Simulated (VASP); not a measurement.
# BAs (F-43m) in VASP: notebook, part 2 of 2

VASP 6.6.1. Earlier steps stand in the parts before.

**4. Single point, PBE (volume scaled by 0.98)**

Input file INCAR:

```
ALGO     = Normal         # electronic algorithm
EDIFF    = 1E-6           # SCF threshold, eV
ENCUT    = 520            # plane-wave cutoff, eV
GGA      = PE             # functional
ISIF     = 2              # what is computed and relaxed
ISMEAR   = -1             # smearing method
LASPH    = True           # aspherical terms in the spheres
LCHARG   = False          # write CHGCAR
LREAL    = False          # projectors in reciprocal space
LWAVE    = False          # write WAVECAR
NBANDS   = 11             # bands
NELM     = 80             # most SCF steps
PREC     = Accurate       # precision mode
SIGMA    = 0.05           # smearing width, eV
```

Input file KPOINTS:

```
k-points
0
Gamma
  13 13 13
```

Input file POSCAR:

```
BAs
1.0
    0.0000000000      2.3724693156      2.3724693156
    2.3724693156      0.0000000000      2.3724693156
    2.3724693156      2.3724693156      0.0000000000
B As
1 1
Direct
    0.0000000000      0.0000000000      0.0000000000
    0.7500000000      0.7500000000      0.7500000000
```

Potentials or basis: VASP PAW PBE potentials, release 64 (B, As).

Started as:

```sh
$ cat potpaw_PBE.64/B/POTCAR potpaw_PBE.64/As/POTCAR > POTCAR
$ mpirun -np 1 vasp_std > vasp.out
```

OUTCAR:

```text
EDIFF = 1E-6
   ENCUT = 520
   GGA = PE
   ISIF = 2
   ISMEAR = -1
   LASPH = True
   LREAL = False
   NELM = 80
   PREC = Accurate

 ion  position               nearest neighbor table
   1  0.000  0.000  0.000-   2 2.05   2 2.05   2 2.05   2 2.05
   2  0.750  0.750  0.750-   1 2.05   1 2.05   1 2.05   1 2.05

  LATTYP: Found a face centered cubic cell.
 ALAT       =     4.7449386312

  Lattice vectors:

 A1 = (   0.0000000000,   2.3724693156,   2.3724693156)
 A2 = (   2.3724693156,   0.0000000000,   2.3724693156)
 A3 = (   2.3724693156,   2.3724693156,   0.0000000000)

Analysis of symmetry for initial positions (statically):
=====================================================================
 Subroutine PRICEL returns:
 Original cell was already a primitive cell.

 Routine SETGRP: Setting up the symmetry group for a
 face centered cubic supercell.

 Subroutine GETGRP returns: Found 24 space group operations
 (whereof 24 operations were pure point group operations)
 out of a pool of 48 trial point group operations.

The static configuration has the point symmetry T_d .

Analysis of symmetry for dynamics (positions and initial velocities):
=====================================================================
 Subroutine PRICEL returns:
 Original cell was already a primitive cell.

 Routine SETGRP: Setting up the symmetry group for a
 face centered cubic supercell.

 Subroutine GETGRP returns: Found 24 space group operations
 (whereof 24 operations were pure point group operations)
 out of a pool of 48 trial point group operations.

The dynamic configuration has the point symmetry T_d .

 Subroutine INISYM returns: Found 24 space group operations
 (whereof 24 operations are pure point group operations),
 and found     1 'primitive' translations

----------------------------------------------------------------------------------------

                                     Primitive cell
[... 117 lines left out ...]
   LHFCALC =     F    Hartree Fock is set to
   AEXX    =    0.0000 exact exchange contribution
   IVDW    =     0    specifies the selected vdW correction
   LEPSILON=     F    determine dielectric tensor
   LRPA    =     F    only Hartree local field effects (RPA)
 non-spin polarized calculation
  energy-cutoff  :      520.00
  volume of cell :       26.71
 maximum number of plane-waves:       736
 NGX is ok and might be reduce to    28
   NGX = 13   NGY = 13   NGZ = 13

 number of electron       8.0000000 magnetization

 Free energy of the ion-electron system (eV)
  ---------------------------------------------------
  ext. energy  EPLUGINS =         0.00000000
  ---------------------------------------------------
  free energy    TOTEN  =       -11.38984087 eV

  energy without entropy =      -11.38984081  energy(sigma->0) =      -11.38984084

 E-fermi :   6.9141     XC(G=0): -10.6721

 val. band max:        6.3510204409   @ k =   0.0000   0.0000   0.0000
 cond. band min:       7.5111568302   @ k =   0.3846   0.3846   0.0000
 fundamental gap:      1.1601363893
 Fermi energy:         6.9140786460

 k-point     1 :       0.0000    0.0000    0.0000
  band No.  band energies     occupation
      1      -9.2363      2.00000
      2       6.3510      1.99997
      3       6.3510      1.99997
      4       6.3510      1.99997
      5       9.6533      0.00000
      6       9.6533      0.00000
      7       9.6533      0.00000
      8      11.2964      0.00000
      9      16.0332      0.00000
     10      19.3839      0.00000
     11      19.3839      0.00000
[... 309 lines left out ...]
 k-point    24 :       0.4615    0.1538    0.0000
  band No.  band energies     occupation
      1      -6.4345      2.00000
      2      -1.6171      2.00000
      3       3.0172      2.00000
      4       3.7469      2.00000
      5       9.4558      0.00000
      6      11.7969      0.00000
      7      12.7086      0.00000
      8      14.3654      0.00000
      9      18.1814      0.00000
     10      20.5932      0.00000
     11      21.5246      0.00000

 [... further k-points ...]

------------------------ aborting loop because EDIFF is reached ----------------------------------------

  FORCE on cell =-STRESS in cart. coord.  units (eV):
  Direction    XX          YY          ZZ          XY          YZ          ZX
  --------------------------------------------------------------------------------------
  -------------------------------------------------------------------------------------
  Total        1.0829508      1.0829508      1.0829508     -0.0000000     -0.0000000     -0.0000000
  in kB       64.9662033     64.9662033     64.9662033     -0.0000000     -0.0000000     -0.0000000
  external PRESSURE =      64.9662033 kB  Pullay stress =       0.0000000 kB

 VOLUME and BASIS-vectors are now :
 -----------------------------------------------------------------------------
  energy-cutoff  :      520.00
  volume of cell :       26.71
      direct lattice vectors                 reciprocal lattice vectors
     0.000000000  2.372469316  2.372469316    -0.210750882  0.210750882  0.210750882
     2.372469316  0.000000000  2.372469316     0.210750882 -0.210750882  0.210750882
     2.372469316  2.372469316  0.000000000     0.210750882  0.210750882 -0.210750882

 POSITION                                       TOTAL-FORCE (eV/Angst)
 -----------------------------------------------------------------------------------
      0.00000      0.00000      0.00000        -0.000000     -0.000000     -0.000000
      3.55870      3.55870      3.55870         0.000000      0.000000      0.000000
 -----------------------------------------------------------------------------------
    total drift:                                0.000000      0.000000      0.000000

  FREE ENERGIE OF THE ION-ELECTRON SYSTEM (eV)
  ---------------------------------------------------
  free  energy   TOTEN  =       -11.3898408658 eV

  energy  without entropy=      -11.3898408089  energy(sigma->0) =      -11.38984084
```

OSZICAR:

```text
N       E                     dE             d eps       ncg     rms          rms(c)
DAV:   1     0.119647836864E+02    0.11965E+02   -0.38362E+03  1848   0.649E+02
DAV:   2    -0.114078010959E+02   -0.23373E+02   -0.22345E+02  2523   0.104E+02
DAV:   3    -0.120675005444E+02   -0.65970E+00   -0.65823E+00  2300   0.164E+01
DAV:   4    -0.120690915552E+02   -0.15910E-02   -0.15909E-02  2030   0.930E-01
DAV:   5    -0.120690939826E+02   -0.24273E-05   -0.24273E-05  2226   0.380E-02    0.508E+00
DAV:   6    -0.114610296863E+02    0.60806E+00   -0.16428E+00  1971   0.527E+00    0.247E+00
DAV:   7    -0.113964549555E+02    0.64575E-01   -0.20983E-01  2181   0.224E+00    0.100E+00
DAV:   8    -0.113893789556E+02    0.70760E-02   -0.20676E-02  2082   0.822E-01    0.100E-01
DAV:   9    -0.113896818360E+02   -0.30288E-03   -0.75011E-04  2123   0.161E-01    0.608E-02
DAV:  10    -0.113898351107E+02   -0.15327E-03   -0.18899E-04  1991   0.841E-02    0.124E-02
DAV:  11    -0.113898408292E+02   -0.57185E-05   -0.52035E-06  2260   0.154E-02    0.110E-02
DAV:  12    -0.113898408658E+02   -0.36628E-07   -0.26149E-06  1977   0.882E-03
   1 F= -.11389841E+02 E0= -.11389841E+02  d E =-.569018E-07
```

stdout:

```text
POSCAR found type information on POSCAR B As
 POSCAR found :  2 types and       2 ions
 scaLAPACK will be used
 LDA part: xc-table for (Slater+PW92), standard interpolation
 POSCAR, INCAR and KPOINTS ok, starting setup
 FFT: planning ... GRIDC
 FFT: planning ... GRID_SOFT
 FFT: planning ... GRID
 WAVECAR not read
 entering main loop
```

It took 43 s on 1 thread of AMD EPYC 7R13, shared host; peak memory 0.14 GiB.

What came out:

| Quantity | Value |
| --- | --- |
| Free energy | -11.3898 eV |
| Pressure | 6.5 GPa |
| Band gap on the k mesh | 1.16 eV, indirect (least direct gap 3.30 eV) |

**5. Single point, PBE (volume scaled by 1.02)**

Input file INCAR:

```
PREC = Accurate
ENCUT = 520
EDIFF = 1E-6
ISMEAR = -1
SIGMA = 0.05
LREAL = False
LASPH = True
NELM = 100
ALGO = Normal
ISIF = 2
LWAVE = False
LCHARG = False
GGA = PE
NBANDS = 11
```

Input file KPOINTS:

```
Automatic mesh
0
Gamma
  13 13 13
```

Input file POSCAR:

```
BAs
1.0
    0.0000000000      2.4043183418      2.4043183418
    2.4043183418      0.0000000000      2.4043183418
    2.4043183418      2.4043183418      0.0000000000
B As
1 1
Direct
    0.0000000000      0.0000000000      0.0000000000
    0.7500000000      0.7500000000      0.7500000000
```

Started as:

```sh
$ cat potpaw_PBE.64/B/POTCAR potpaw_PBE.64/As/POTCAR > POTCAR
$ mpirun -np 1 vasp_std > vasp.out
```

It took 40 s on 1 thread of AMD EPYC 7R13, shared host; peak memory 0.14 GiB.

It converged, with:

- Free energy: -11.4138 eV
- Pressure: 0.6 GPa
- Band gap on the k mesh: 1.20 eV, indirect (least direct gap 3.25 eV)

Levels at points of the mesh, in eV from the valence-band top:
```csv
k point,band 1,band 2,band 3,band 4,band 5,band 6,band 7,band 8
"(0.00, 0.00, 0.00)",-15.22,0.00,0.00,0.00,3.25,3.25,3.25,4.44
```

 A k mesh can miss the band edges.

**6. Single point, PBE (volume scaled by 1.04)**

Input file INCAR:

```
SYSTEM = BAs
PREC     = Accurate       ! precision mode
ENCUT    = 520            ! plane-wave cutoff, eV
EDIFF    = 1E-6           ! SCF threshold, eV
ISMEAR   = -1             ! smearing method
SIGMA    = 0.05           ! smearing width, eV
LREAL    = .False.        ! projectors in reciprocal space
LASPH    = .True.         ! aspherical terms in the spheres
NELM     = 80             ! most SCF steps
ALGO     = Normal         ! electronic algorithm
ISIF     = 2              ! what is computed and relaxed
LWAVE    = .False.        ! write WAVECAR
LCHARG   = .False.        ! write CHGCAR
GGA      = PE             ! functional
NBANDS   = 11             ! bands
```

Input file KPOINTS:

```
Automatic mesh
0
Gamma
  13 13 13
  0 0 0
```

Input file POSCAR:

```
BAs
1.0
    0.0000000000      2.4199312360      2.4199312360
    2.4199312360      0.0000000000      2.4199312360
    2.4199312360      2.4199312360      0.0000000000
B As
1 1
Direct
    0.0000000000      0.0000000000      0.0000000000
    0.7500000000      0.7500000000      0.7500000000
```

Potentials or basis: VASP PAW PBE potentials, release 64 (B, As).

Started as:

```sh
$ cat potpaw_PBE.64/B/POTCAR potpaw_PBE.64/As/POTCAR > POTCAR
$ mpirun -np 1 vasp_std > vasp.out
```

Wall time 48 s (1 thread of AMD EPYC 7R13, shared host); peak memory 0.14 GiB.

The run converged. Its results:

| Quantity | Value |
| --- | --- |
| Free energy | -11.4117 eV |
| Pressure | -1.9 GPa |
| Band gap on the k mesh | 1.22 eV, indirect (least direct gap 3.23 eV) |

Levels at points of the mesh, in eV from the valence-band top:
```csv
k point,band 1,band 2,band 3,band 4,band 5,band 6,band 7,band 8
"(0.00, 0.00, 0.00)",-15.05,0.00,0.00,0.00,3.23,3.23,3.23,4.19
```

 A k mesh can miss the band edges.

**7. Summary**

| cell | gap on the mesh (eV) | pressure (GPa) |
| --- | --- | --- |
| a = 3.378 Å, angles 60.0°, 2 atoms | 1.18 | 3.4 |
| a = 3.332 Å, angles 60.0°, 2 atoms | 1.14 | 9.9 |
| a = 3.355 Å, angles 60.0°, 2 atoms | 1.16 | 6.5 |
| a = 3.400 Å, angles 60.0°, 2 atoms | 1.20 | 0.6 |
| a = 3.422 Å, angles 60.0°, 2 atoms | 1.22 | -1.9 |

Alike in all rows: task single point; level PBE; potentials or basis VASP PAW PBE potentials, release 64 (B, As); no spin polarisation; k mesh 13 × 13 × 13; cutoff (eV) 520; smearing fermi-dirac 0.05 eV.

Total energies depend on the potentials used, so only differences within one code and one set of settings carry meaning.
